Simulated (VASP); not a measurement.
# RuS2 (Laurite) (Pa-3) in VASP: settings compared

RuS2 (Laurite) is run at these levels: PBEsol, r2SCAN; tasks: single point.

Everything below comes from runs of VASP 6.6.1. Logs are shortened: lines on timing, memory, paths and dates and some standing lists are left out, and cuts for length are marked.

### Step 1. The cell of the first run

The structure is cubic, space group Pa-3 (No. 205). Conventional cell: a = 5.611 Å, b = 5.611 Å, c = 5.611 Å, α = 90.00°, β = 90.00°, γ = 90.00°. Ru (site symmetry -3) has 6 S at 2.35 Å within 3.1 Å. Within 2.9 Å of S (site symmetry 3) lie 1 S at 2.17 Å and 3 Ru at 2.35 Å.

### Step 2. Single point, PBEsol

INCAR

```
ALGO = Normal
EDIFF = 1E-7
ENCUT = 520
GGA = PS
ISIF = 2
ISMEAR = -1
LASPH = T
LCHARG = T
LELF = T
LREAL = F
LVHAR = T
LWAVE = F
NBANDS = 64
NELM = 60
PREC = Accurate
SIGMA = 0.05
```

KPOINTS

```
k-points
0
Gamma
  5 5 5
```

POSCAR

```
RuS2
1.0
    5.6106000000      0.0000000000      0.0000000000
    0.0000000000      5.6106000000      0.0000000000
    0.0000000000      0.0000000000      5.6106000000
Ru S
4 8
Direct
    0.0000000000      0.5000000000      0.5000000000
    0.5000000000      0.5000000000      0.0000000000
    0.5000000000      0.0000000000      0.5000000000
    0.0000000000      0.0000000000      0.0000000000
    0.3883100000      0.1116900000      0.8883100000
    0.1116900000      0.8883100000      0.3883100000
    0.8883100000      0.3883100000      0.1116900000
    0.6116900000      0.6116900000      0.6116900000
    0.6116900000      0.8883100000      0.1116900000
    0.8883100000      0.1116900000      0.6116900000
    0.1116900000      0.6116900000      0.8883100000
    0.3883100000      0.3883100000      0.3883100000
```

Potentials or basis: VASP PAW PBE potentials, release 64 (Ru_pv, S).

On the command line:

```bash
> cat potpaw_PBE.64/Ru_pv/POTCAR potpaw_PBE.64/S/POTCAR > POTCAR
> mpirun -np 1 vasp_std > vasp.out
```

OUTCAR:

```text
EDIFF = 1E-7
   ENCUT = 520
   GGA = PS
   ISIF = 2
   ISMEAR = -1
   LASPH = T
   LREAL = F
   NELM = 60
   PREC = Accurate

 ion  position               nearest neighbor table
   1  0.000  0.500  0.500-   6 2.35   7 2.35   8 2.35  10 2.35  11 2.35  12 2.35
   2  0.500  0.500  0.000-   5 2.35   7 2.35   8 2.35   9 2.35  11 2.35  12 2.35
   3  0.500  0.000  0.500-   5 2.35   6 2.35   8 2.35   9 2.35  10 2.35  12 2.35
   4  0.000  0.000  0.000-   5 2.35   6 2.35   7 2.35   9 2.35  10 2.35  11 2.35
   5  0.388  0.112  0.888-   9 2.17   3 2.35   4 2.35   2 2.35
   6  0.112  0.888  0.388-  10 2.17   3 2.35   4 2.35   1 2.35
   7  0.888  0.388  0.112-  11 2.17   2 2.35   4 2.35   1 2.35
   8  0.612  0.612  0.612-  12 2.17   2 2.35   3 2.35   1 2.35
   9  0.612  0.888  0.112-   5 2.17   3 2.35   4 2.35   2 2.35
  10  0.888  0.112  0.612-   6 2.17   3 2.35   4 2.35   1 2.35
  11  0.112  0.612  0.888-   7 2.17   2 2.35   4 2.35   1 2.35
  12  0.388  0.388  0.388-   8 2.17   2 2.35   3 2.35   1 2.35

  LATTYP: Found a simple cubic cell.
 ALAT       =     5.6106000000

  Lattice vectors:

 A1 = (   5.6106000000,   0.0000000000,   0.0000000000)
 A2 = (   0.0000000000,   5.6106000000,   0.0000000000)
 A3 = (   0.0000000000,   0.0000000000,   5.6106000000)

Analysis of symmetry for initial positions (statically):
=====================================================================
 Subroutine PRICEL returns:
 Original cell was already a primitive cell.

 Routine SETGRP: Setting up the symmetry group for a
 simple cubic supercell.

 Subroutine GETGRP returns: Found 24 space group operations
 (whereof  6 operations were pure point group operations)
 out of a pool of 48 trial point group operations.

The static configuration has the point symmetry S_6 .
 The point group associated with its full space group is T_h .

Analysis of symmetry for dynamics (positions and initial velocities):
=====================================================================
 Subroutine PRICEL returns:
 Original cell was already a primitive cell.

 Routine SETGRP: Setting up the symmetry group for a
 simple cubic supercell.

 Subroutine GETGRP returns: Found 24 space group operations
 (whereof  6 operations were pure point group operations)
 out of a pool of 48 trial point group operations.

The dynamic configuration has the point symmetry S_6 .
 The point group associated with its full space group is T_h .

 Subroutine INISYM returns: Found 24 space group operations
 (whereof  6 operations are pure point group operations),
 and found     1 'primitive' translations

----------------------------------------------------------------------------------------

                                     Primitive cell

  volume of cell :     176.6151

  direct lattice vectors                    reciprocal lattice vectors
     5.610600000  0.000000000  0.000000000     0.178234057  0.000000000  0.000000000
     0.000000000  5.610600000  0.000000000     0.000000000  0.178234057  0.000000000
     0.000000000  0.000000000  5.610600000     0.000000000  0.000000000  0.178234057

  length of vectors
     5.610600000  5.610600000  5.610600000     0.178234057  0.178234057  0.178234057

  position of ions in fractional coordinates (direct lattice)
     0.000000000  0.500000000  0.500000000
     0.500000000  0.500000000  0.000000000
     0.500000000  0.000000000  0.500000000
     0.000000000  0.000000000  0.000000000
     0.388310000  0.111690000  0.888310000
     0.111690000  0.888310000  0.388310000
     0.888310000  0.388310000  0.111690000
     0.611690000  0.611690000  0.611690000
     0.611690000  0.888310000  0.111690000
     0.888310000  0.111690000  0.611690000
     0.111690000  0.611690000  0.888310000
     0.388310000  0.388310000  0.388310000

  ion indices of the primitive-cell ions
   primitive index   ion index
                 1           1
                 2           2
                 3           3
                 4           4
                 5           5
                 6           6
                 7           7
                 8           8
                 9           9
                10          10
                11          11
                12          12

----------------------------------------------------------------------------------------

 KPOINTS: k-points

Automatic generation of k-mesh.
 Grid dimensions read from file:
 generate k-points for:    5    5    5

 Generating k-lattice:

  Cartesian coordinates                     Fractional coordinates (reciprocal lattice)
     0.035646811  0.000000000  0.000000000     0.200000000  0.000000000  0.000000000
     0.000000000  0.035646811  0.000000000     0.000000000  0.200000000  0.000000000
     0.000000000  0.000000000  0.035646811     0.000000000  0.000000000  0.200000000

  Length of vectors
     0.035646811  0.035646811  0.035646811

  Shift w.r.t. Gamma in fractional coordinates (k-lattice)
     0.000000000  0.000000000  0.000000000

 Subroutine IBZKPT returns following result:
 ===========================================

 Found     11 irreducible k-points:

 Following reciprocal coordinates:
            Coordinates               Weight
  0.000000  0.000000  0.000000      1.000000
  0.200000  0.000000  0.000000      6.000000
  0.400000  0.000000  0.000000      6.000000
  0.200000  0.200000  0.000000     12.000000
  0.400000  0.200000  0.000000     12.000000
 -0.200000  0.400000  0.000000     12.000000
  0.400000  0.400000  0.000000     12.000000
  0.200000  0.200000  0.200000      8.000000
  0.400000  0.200000  0.200000     24.000000
  0.400000  0.400000  0.200000     24.000000
  0.400000  0.400000  0.400000      8.000000
   k-points           NKPTS =     11   k-points in BZ     NKDIM =     11   number of bands    NBANDS=     64
   number of dos      NEDOS =    301   number of ions     NIONS =     12
   total plane-waves  NPLWV =  74088
   dimension x,y,z NGX =    42 NGY =   42 NGZ =   42
   dimension x,y,z NGXF=    84 NGYF=   84 NGZF=   84
   ions per type =               4   8
   NGX,Y,Z   is equivalent  to a cutoff of  12.44, 12.44, 12.44 a.u.
   NGXF,Y,Z  is equivalent  to a cutoff of  24.89, 24.89, 24.89 a.u.
 SYSTEM =  unknown system
   PREC   = accura    normal or accurate (medium, high low for compatibility)
   ISTART =      0    job   : 0-new  1-cont  2-samecut
   ICHARG =      2    charge: 1-file 2-atom 10-const
   ISPIN  =      1    spin polarized calculation?
   LNONCOLLINEAR =      F non collinear calculations
   LSORBIT =      F    spin-orbit coupling
   LASPH  =      T    aspherical Exc in radial PAW
   ENCUT  =  520.0 eV  38.22 Ry    6.18 a.u.  10.43 10.43 10.43*2*pi/ulx,y,z
   NELM   =     60;   NELMIN=  2; NELMDL= -5     # of ELM steps
   EDIFF  = 0.1E-06   stopping-criterion for ELM
   LREAL  =      F    real-space projection
   EDIFFG = 0.1E-05   stopping-criterion for IOM
   NSW    =      0    number of steps for IOM
   IBRION =     -1    ionic relax: 0-MD 1-quasi-New 2-CG
   NFREE  =      0    steps in history (QN), initial steepest desc. (CG)
   ISIF   =      2    stress and relaxation
   ISYM   =      2    0-nonsym 1-usesym 2-fastsym
   POTIM  = 0.5000    time-step for ionic-motion
   TEBEG  =    0.0;   TEEND  =   0.0 temperature during run
   PSTRESS=    0.0 pullay stress
   NELECT =     104.0000    total number of electrons
   NUPDOWN=      -1.0000    fix difference up-down
   EMIN   =  10.00;   EMAX   =-10.00  energy-range for DOS
   EFERMI =   0.00;   METHOD = LEGACY
   ISMEAR =    -1;   SIGMA  =   0.05  broadening in eV -4-tet -1-fermi 0-gaus
   EFERMI_NEDOS =   21; number of points for ismear=-14 and -15
   IALGO  =     38    algorithm
   IMIX   =      4    mixing-type and parameters
     AMIX     =   0.40;   BMIX     =  1.00
     AMIX_MAG =   1.60;   BMIX_MAG =  1.00
  volume/ion in A,a.u.               =      14.72        99.32
  Fermi-wavevector in a.u.,A,eV,Ry     =   1.372176  2.593038 25.617978  1.882868
  Thomas-Fermi vector in A             =   2.497807
   LORBIT       =      0    0 simple, 1 ext, 2 COOP (PROOUT), +10 PAW based schemes
   GGA     = PS    functional components
   LHFCALC =     F    Hartree Fock is set to
   AEXX    =    0.0000 exact exchange contribution
   IVDW    =     0    specifies the selected vdW correction
   LEPSILON=     F    determine dielectric tensor
   LRPA    =     F    only Hartree local field effects (RPA)
 non-spin polarized calculation
  energy-cutoff  :      520.00
  volume of cell :      176.62
 maximum number of plane-waves:      4776
 NGX is ok and might be reduce to    42
   NGX = 21   NGY = 21   NGZ = 21

 number of electron     104.0000017 magnetization

 Free energy of the ion-electron system (eV)
  ---------------------------------------------------
  ext. energy  EPLUGINS =         0.00000000
  ---------------------------------------------------
  free energy    TOTEN  =       -84.03287328 eV

  energy without entropy =      -84.03280440  energy(sigma->0) =      -84.03283884

 E-fermi :   9.3429     XC(G=0): -12.1177

 val. band max:        8.8992837298   @ k =   0.4000   0.0000   0.0000
 cond. band min:       9.6089321605   @ k =   0.0000   0.0000   0.0000
 fundamental gap:      0.7096484308
 Fermi energy:         9.3428536306

 k-point     1 :       0.0000    0.0000    0.0000
  band No.  band energies     occupation
      1     -33.0028      2.00000
      2     -33.0028      2.00000
      3     -33.0028      2.00000
      4     -32.9930      2.00000
      5     -32.9930      2.00000
      6     -32.9898      2.00000
[... 56 lines left out ...]
     63      14.0533      0.00000
     64      14.0533      0.00000

 k-point     2 :       0.2000    0.0000    0.0000
  band No.  band energies     occupation
      1     -33.0019      2.00000
      2     -33.0019      2.00000
      3     -33.0019      2.00000
      4     -32.9940      2.00000
      5     -32.9927      2.00000
      6     -32.9907      2.00000
[... 659 lines left out ...]
     63      12.7321      0.00000
     64      12.7321      0.00000

------------------------ aborting loop because EDIFF is reached ----------------------------------------

  FORCE on cell =-STRESS in cart. coord.  units (eV):
  Direction    XX          YY          ZZ          XY          YZ          ZX
  --------------------------------------------------------------------------------------
  -------------------------------------------------------------------------------------
  Total       -3.4587639     -3.4587639     -3.4587639     -0.0000000     -0.0000000      0.0000000
  in kB      -31.3764340    -31.3764340    -31.3764340     -0.0000000     -0.0000000      0.0000000
  external PRESSURE =     -31.3764340 kB  Pullay stress =       0.0000000 kB

 VOLUME and BASIS-vectors are now :
 -----------------------------------------------------------------------------
  energy-cutoff  :      520.00
  volume of cell :      176.62
      direct lattice vectors                 reciprocal lattice vectors
     5.610600000  0.000000000  0.000000000     0.178234057  0.000000000  0.000000000
     0.000000000  5.610600000  0.000000000     0.000000000  0.178234057  0.000000000
     0.000000000  0.000000000  5.610600000     0.000000000  0.000000000  0.178234057

 POSITION                                       TOTAL-FORCE (eV/Angst)
 -----------------------------------------------------------------------------------
      0.00000      2.80530      2.80530        -0.000000     -0.000000      0.000000
      2.80530      2.80530      0.00000        -0.000000     -0.000000      0.000000
      2.80530      0.00000      2.80530        -0.000000     -0.000000      0.000000
      0.00000      0.00000      0.00000        -0.000000     -0.000000      0.000000
      2.17865      0.62665      4.98395        -0.174327      0.174327     -0.174327
      0.62665      4.98395      2.17865         0.174327     -0.174327     -0.174327
      4.98395      2.17865      0.62665        -0.174327     -0.174327      0.174327
      3.43195      3.43195      3.43195         0.174327      0.174327      0.174327
      3.43195      4.98395      0.62665         0.174327     -0.174327      0.174327
      4.98395      0.62665      3.43195        -0.174327      0.174327      0.174327
      0.62665      3.43195      4.98395         0.174327      0.174327     -0.174327
      2.17865      2.17865      2.17865        -0.174327     -0.174327     -0.174327
 -----------------------------------------------------------------------------------
    total drift:                                0.000000     -0.000000     -0.000000

  FREE ENERGIE OF THE ION-ELECTRON SYSTEM (eV)
  ---------------------------------------------------
  free  energy   TOTEN  =       -84.0328732804 eV

  energy  without entropy=      -84.0328044039  energy(sigma->0) =      -84.03283884
```

Wall time 1.9 min (1 thread of Intel Xeon Platinum 8259CL at 2.50GHz (Skylake/Cascade Lake), shared host); peak memory 0.29 GiB.

What came out:

```
Free energy            : -84.0329 eV
Pressure               : -3.1 GPa
Largest force          : 0.302 eV/Å
Band gap on the k mesh : 0.71 eV, indirect (least direct gap 0.93 eV)
```

Forces on the atoms (eV/Å):
```
Ru   0.000  0.000  0.000
Ru   0.000  0.000  0.000
Ru   0.000  0.000  0.000
Ru   0.000  0.000  0.000
S   -0.174  0.174 -0.174
S    0.174 -0.174 -0.174
S   -0.174 -0.174  0.174
S    0.174  0.174  0.174
S    0.174 -0.174  0.174
S   -0.174  0.174  0.174
S    0.174  0.174 -0.174
S   -0.174 -0.174 -0.174
```

Caveat: the PAW data sets were made with another functional, which shifts forces and pressure a little. A k mesh can miss the band edges.

### Step 3. Single point, r2SCAN

POSCAR is that of step 2.

INCAR.step1

```
PREC = Accurate ; ENCUT = 520
ISMEAR = -1 ; SIGMA = 0.05
LREAL = False ; LASPH = True
NELM = 80 ; NBANDS = 64
GGA = PE ; ALGO = Normal
EDIFF = 1E-4 ; LWAVE = True
LCHARG = False
```

INCAR.step2

```
PREC = Accurate ; ENCUT = 520
EDIFF = 1E-6 ; ISMEAR = -1
SIGMA = 0.05 ; LREAL = False
LASPH = True ; NELM = 80
ALGO = Normal ; ISIF = 2
LWAVE = False ; LCHARG = False
METAGGA = R2SCAN ; LMIXTAU = True
NBANDS = 64 ; ISTART = 1
```

KPOINTS

```
Automatic mesh
0
Gamma
  5 5 5
```

Potentials or basis: VASP PAW PBE potentials, release 64 (Ru_pv, S).

On the command line:

```bash
> cat potpaw_PBE.64/Ru_pv/POTCAR potpaw_PBE.64/S/POTCAR > POTCAR
> cp INCAR.step1 INCAR
> mpirun -np 1 vasp_std > vasp.out
> cp INCAR.step2 INCAR
> mpirun -np 1 vasp_std > vasp.out
```

It took 5.6 min on 1 thread of Intel Xeon Platinum 8259CL at 2.50GHz (Skylake/Cascade Lake), shared host; peak memory 0.33 GiB.

Results (log left out):

```
Free energy            : -174.1952 eV
Pressure               : 2.0 GPa
Largest force          : 0.022 eV/Å
Band gap on the k mesh : 0.93 eV, indirect (least direct gap 1.18 eV)
```

Forces in eV/Å, atoms in the order of the input:
```
Ru   0.000  0.000  0.000
Ru   0.000  0.000  0.000
Ru   0.000  0.000  0.000
Ru   0.000  0.000  0.000
S   -0.013  0.013 -0.013
S    0.013 -0.013 -0.013
S   -0.013 -0.013  0.013
S    0.013  0.013  0.013
S    0.013 -0.013  0.013
S   -0.013  0.013  0.013
S    0.013  0.013 -0.013
S   -0.013 -0.013 -0.013
```

Levels at points of the mesh, in eV from the valence-band top:
| k point | band 50 | band 51 | band 52 | band 53 | band 54 | band 55 |
| --- | --- | --- | --- | --- | --- | --- |
| (0.00, 0.00, 0.00) | -0.53 | -0.53 | -0.25 | 0.93 | 2.91 | 2.91 |

Caveat: the PAW data sets were made with another functional, which shifts forces and pressure a little. A k mesh can miss the band edges.
